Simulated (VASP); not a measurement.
# TiW8C8Cl4 in VASP: single point with LDA

Aim: the single point of TiW8C8Cl4 with LDA.

Everything below comes from runs of VASP 6.6.1. Logs are shortened: lines on timing, memory, paths and dates and some standing lists are left out, and cuts for length are marked.

## (1) The cell of the first run

The cell holds a slab with vacuum, 21 atoms: a = 5.761 Å, b = 5.761 Å, c = 18.234 Å, α = 90.00°, β = 90.00°, γ = 120.00°.

## (2) Single point, LDA

Input file INCAR:

```
  ALGO = Normal
  EDIFF = 1E-7
  ENCUT = 520
  ISIF = 2
  ISMEAR = 0
  LASPH = T
  LCHARG = F
  LREAL = Auto
  LWAVE = F
  NBANDS = 108
  NELM = 100
  PREC = Accurate
  SIGMA = 0.1
```

Input file KPOINTS:

```
k-points
0
Gamma
  3 3 1
```

Input file POSCAR:

```
TiW8C8Cl4
1.0
    5.7614600000      0.0000000000      0.0000000000
   -2.8807300000      4.9895710000      0.0000000000
    0.0000000000      0.0000000000     18.2339750000
W C Ti Cl
8 8 1 4
Direct
    0.0000000000      0.0000000000      0.0548427000
    0.0023450593     -0.0003774757      0.2092310651
    0.0000000000      0.5000000000      0.0548427000
   -0.0035607575      0.4992712724      0.2079234344
    0.5000000000      0.0000000000      0.0548427000
    0.5017645133      0.0012184035      0.2062812175
    0.5000000000      0.5000000000      0.0548427000
    0.4970095917      0.4999870251      0.2065629885
    0.3338458105      0.1673962747      0.1258593370
    0.3436929348      0.1636817847      0.2729474798
    0.3301992050      0.6671103343      0.1269389645
    0.3255779063      0.6722382635      0.2789476426
    0.8358595552      0.1673640113      0.1274496112
    0.8323433447      0.1679428432      0.2794416852
    0.8329019543      0.6661083993      0.1276440056
    0.8255695636      0.6630140628      0.2763840802
    0.2464061224      0.3278188810      0.3488149600
    0.2857225152      0.7395608162      0.3731145581
   -0.1941581612      0.1486148181      0.3766899312
    0.7337353253      0.6050056515      0.3675944760
    0.2962430272      0.2015126581      0.4631911099
```

Potentials or basis: VASP PAW LDA potentials, release 64 (W_sv, C, Ti_sv, Cl).

Launch:

```sh
> cat potpaw_LDA.64/W_sv/POTCAR potpaw_LDA.64/C/POTCAR potpaw_LDA.64/Ti_sv/POTCAR potpaw_LDA.64/Cl/POTCAR > POTCAR
> mpirun -np 1 vasp_std > vasp.out
```

OUTCAR:

```text
EDIFF = 1E-7
   ENCUT = 520
   ISIF = 2
   ISMEAR = 0
   LASPH = T
   LREAL = Auto
   NELM = 100
   PREC = Accurate

 ion  position               nearest neighbor table
   1  0.000  0.000  0.055-   9 2.11  13 2.12  15 2.13   2 2.82   5 2.88   5 2.88   3 2.88   3 2.88
                             7 2.88   7 2.88
   2  0.002  1.000  0.209-  10 2.06  16 2.08  14 2.12  15 2.23  13 2.24   9 2.25   1 2.82   4 2.87
                             8 2.87   6 2.87   6 2.89   8 2.90   4 2.90  17 3.06
   3  0.000  0.500  0.055-  11 2.11  13 2.12  15 2.13   4 2.79   7 2.88   7 2.88   5 2.88   1 2.88
                             1 2.88   5 2.88
   4  0.996  0.499  0.208-  16 2.08  12 2.09  14 2.11  15 2.20  13 2.21  11 2.23   3 2.79   6 2.86
                             2 2.87   8 2.88   8 2.88   2 2.90   6 2.90
   5  0.500  0.000  0.055-   9 2.11  11 2.12  13 2.14   6 2.76   1 2.88   1 2.88   3 2.88   7 2.88
                             7 2.88   3 2.88
   6  0.502  0.001  0.206-  10 2.01  12 2.11  14 2.12  13 2.20  11 2.21   9 2.22   5 2.76   4 2.86
                             2 2.87   8 2.87   8 2.89   2 2.89   4 2.90
   7  0.500  0.500  0.055-   9 2.10  15 2.13  11 2.13   8 2.77   3 2.88   3 2.88   5 2.88   5 2.88
                             1 2.88   1 2.88
   8  0.497  0.500  0.207-  10 2.07  16 2.08  12 2.16  15 2.21  11 2.21   9 2.22   7 2.77   2 2.87
                             6 2.87   4 2.88   4 2.88   6 2.89  17 2.89   2 2.90
   9  0.334  0.167  0.126-   7 2.10   5 2.11   1 2.11   8 2.22   6 2.22   2 2.25
  10  0.344  0.164  0.273-  17 1.91   6 2.01   2 2.06   8 2.07
  11  0.330  0.667  0.127-   3 2.11   5 2.12   7 2.13   6 2.21   8 2.21   4 2.23
  12  0.326  0.672  0.279-  18 1.80   4 2.09   6 2.11   8 2.16  17 2.21
  13  0.836  0.167  0.127-   1 2.12   3 2.12   5 2.14   6 2.20   4 2.21   2 2.24
  14  0.832  0.168  0.279-  19 1.78   4 2.11   2 2.12   6 2.12  17 2.44
  15  0.833  0.666  0.128-   7 2.13   3 2.13   1 2.13   4 2.20   8 2.21   2 2.23
  16  0.826  0.663  0.276-  20 1.73   8 2.08   2 2.08   4 2.08
  17  0.246  0.328  0.349-  10 1.91  12 2.21  19 2.27  21 2.27  18 2.31  14 2.44  20 2.46   8 2.89
                             2 3.06
  18  0.286  0.740  0.373-  12 1.80  17 2.31
  19  0.806  0.149  0.377-  14 1.78  17 2.27
  20  0.734  0.605  0.368-  16 1.73  17 2.46
  21  0.296  0.202  0.463-  17 2.27

  LATTYP: Found a hexagonal cell.
 ALAT       =     5.7614600000
 C/A-ratio  =     3.1648184662

  Lattice vectors:

 A1 = (   5.7614600000,   0.0000000000,   0.0000000000)
 A2 = (  -2.8807300000,   4.9895710000,   0.0000000000)
 A3 = (   0.0000000000,   0.0000000000,  18.2339750000)

Analysis of symmetry for initial positions (statically):
=====================================================================
 Subroutine PRICEL returns:
 Original cell was already a primitive cell.

 Routine SETGRP: Setting up the symmetry group for a
 hexagonal supercell.

 Subroutine GETGRP returns: Found  1 space group operations
[... 148 lines left out ...]
   EMIN   =  10.00;   EMAX   =-10.00  energy-range for DOS
   EFERMI =   0.00;   METHOD = LEGACY
   ISMEAR =     0;   SIGMA  =   0.10  broadening in eV -4-tet -1-fermi 0-gaus
   EFERMI_NEDOS =   21; number of points for ismear=-14 and -15
   IALGO  =     38    algorithm
   IMIX   =      4    mixing-type and parameters
     AMIX     =   0.40;   BMIX     =  1.00
     AMIX_MAG =   1.60;   BMIX_MAG =  1.00
  volume/ion in A,a.u.               =      24.96       168.44
  Fermi-wavevector in a.u.,A,eV,Ry     =   1.154840  2.182331 18.145477  1.333655
  Thomas-Fermi vector in A             =   2.291473
   LORBIT       =      0    0 simple, 1 ext, 2 COOP (PROOUT), +10 PAW based schemes
   GGA     = CA    functional components
   LHFCALC =     F    Hartree Fock is set to
   AEXX    =    0.0000 exact exchange contribution
   IVDW    =     0    specifies the selected vdW correction
   LEPSILON=     F    determine dielectric tensor
   LRPA    =     F    only Hartree local field effects (RPA)
 non-spin polarized calculation
 Gauss-broadening in eV      SIGMA  =   0.10
  energy-cutoff  :      520.00
  volume of cell :      524.18
 maximum number of plane-waves:     14179
 NGX is ok and might be reduce to    48
   NGX = 21   NGY = 21   NGZ = 67

 number of electron     183.9999988 magnetization

 Free energy of the ion-electron system (eV)
  ---------------------------------------------------
  ext. energy  EPLUGINS =         0.00000000
  ---------------------------------------------------
  free energy    TOTEN  =      -206.17516305 eV

  energy without entropy =     -206.12543838  energy(sigma->0) =     -206.15030071

 E-fermi :   1.4053     XC(G=0):  -7.1718

 val. band max:        1.3728926991   @ k =   0.0000   0.3333   0.0000
 cond. band min:       1.4137316084   @ k =   0.0000   0.0000   0.0000
 fundamental gap:      0.0408389092
 Fermi energy:         1.4052836992

 k-point     1 :       0.0000    0.0000    0.0000
  band No.  band energies     occupation
      1     -71.8472      2.00000
      2     -71.7891      2.00000
      3     -71.7795      2.00000
      4     -71.7726      2.00000
      5     -71.7076      2.00000
      6     -71.6588      2.00000
[... 524 lines left out ...]
    103       4.0085      0.00000
    104       4.1925      0.00000
 [bands above 104 left out]

------------------------ aborting loop because EDIFF is reached ----------------------------------------

  FORCE on cell =-STRESS in cart. coord.  units (eV):
  Direction    XX          YY          ZZ          XY          YZ          ZX
  --------------------------------------------------------------------------------------
  -------------------------------------------------------------------------------------
  Total        5.2785296      5.8175974      1.8210123      1.2457635      0.0016946     -0.0084513
  in kB       16.1341626     17.7818577      5.5660405      3.8077556      0.0051796     -0.0258319
  external PRESSURE =      13.1606869 kB  Pullay stress =       0.0000000 kB

 VOLUME and BASIS-vectors are now :
 -----------------------------------------------------------------------------
  energy-cutoff  :      520.00
  volume of cell :      524.18
      direct lattice vectors                 reciprocal lattice vectors
     5.761460000  0.000000000  0.000000000     0.173567117  0.100209016  0.000000000
    -2.880730000  4.989571000  0.000000000     0.000000000  0.200418032  0.000000000
     0.000000000  0.000000000 18.233975000     0.000000000  0.000000000  0.054842677

 POSITION                                       TOTAL-FORCE (eV/Angst)
 -----------------------------------------------------------------------------------
      0.00000      0.00000      1.00000        -0.100636     -0.128910      0.064803
     -2.86613      4.98769      3.81511        -0.019149      0.000608      0.003223
     -1.44036      2.49479      1.00000        -0.058154     -0.006662     -0.056604
      4.30268      2.49115      3.79127         0.006555     -0.001757      0.014376
      2.88073      0.00000      1.00000         0.187016     -0.042895     -0.288697
      2.88739      0.00608      3.76133         0.028300     -0.016109     -0.010509
[... 13 lines left out ...]
      2.48453      3.01872      6.70271         0.014491      0.014467     -0.032498
      1.12629      1.00546      8.44582         0.001941     -0.004902      0.013682
 -----------------------------------------------------------------------------------
    total drift:                               -0.002455     -0.000241     -0.031788

  FREE ENERGIE OF THE ION-ELECTRON SYSTEM (eV)
  ---------------------------------------------------
  free  energy   TOTEN  =      -206.1751630478 eV

  energy  without entropy=     -206.1254383778  energy(sigma->0) =     -206.15030071
```

OSZICAR:

```text
N       E                     dE             d eps       ncg     rms          rms(c)
DAV:   1     0.224942445021E+04    0.22494E+04   -0.10394E+05  1288   0.165E+03
DAV:   2    -0.372146932947E+02   -0.22866E+04   -0.22314E+04  1236   0.493E+02
DAV:   3    -0.223637304846E+03   -0.18642E+03   -0.18164E+03  1472   0.135E+02
[... 24 lines left out ...]
DAV:  28    -0.206175162154E+03   -0.43766E-05   -0.23007E-07   856   0.990E-04    0.482E-04
DAV:  29    -0.206175162622E+03   -0.46766E-06   -0.18709E-08   792   0.556E-04    0.249E-04
DAV:  30    -0.206175162907E+03   -0.28493E-06   -0.15497E-08   704   0.324E-04    0.150E-04
DAV:  31    -0.206175163021E+03   -0.11387E-06   -0.96262E-09   664   0.222E-04    0.107E-04
DAV:  32    -0.206175163048E+03   -0.27147E-07   -0.43731E-09   632   0.153E-04
   1 F= -.20617516E+03 E0= -.20615030E+03  d E =-.497247E-01
```

Wall time 14 min (1 thread of Intel Xeon Platinum 8488C (Sapphire Rapids), shared host); peak memory 0.58 GiB.

What came out:

| Quantity | Value |
| --- | --- |
| Free energy | -206.1752 eV |
| Largest force | 0.347 eV/Å |
| Band gap on the k mesh | zero (band 92 reaches 2.21 eV, above the bottom of band 93 at 1.34 eV) |

Forces in eV/Å, atoms in the order of the input:
```
W   -0.101 -0.129  0.065
W   -0.019  0.001  0.003
W   -0.058 -0.007 -0.057
W    0.007 -0.002  0.014
W    0.187 -0.043 -0.289
W    0.028 -0.016 -0.011
W   -0.031  0.181 -0.254
W   -0.019  0.022 -0.007
C    0.000 -0.005  0.008
C    0.016 -0.014  0.125
C    0.006  0.000 -0.004
C    0.003  0.004  0.144
C    0.005  0.001 -0.013
C    0.005 -0.004  0.155
C   -0.001  0.006 -0.007
C   -0.006 -0.007  0.169
Ti  -0.022  0.005  0.006
Cl   0.004  0.004 -0.012
Cl  -0.021 -0.004 -0.017
Cl   0.014  0.014 -0.032
Cl   0.002 -0.005  0.014
```

Caveat: the k points lie up to 0.42 Å⁻¹ apart; spin-orbit coupling is left out, which moves the levels of the heavy elements.
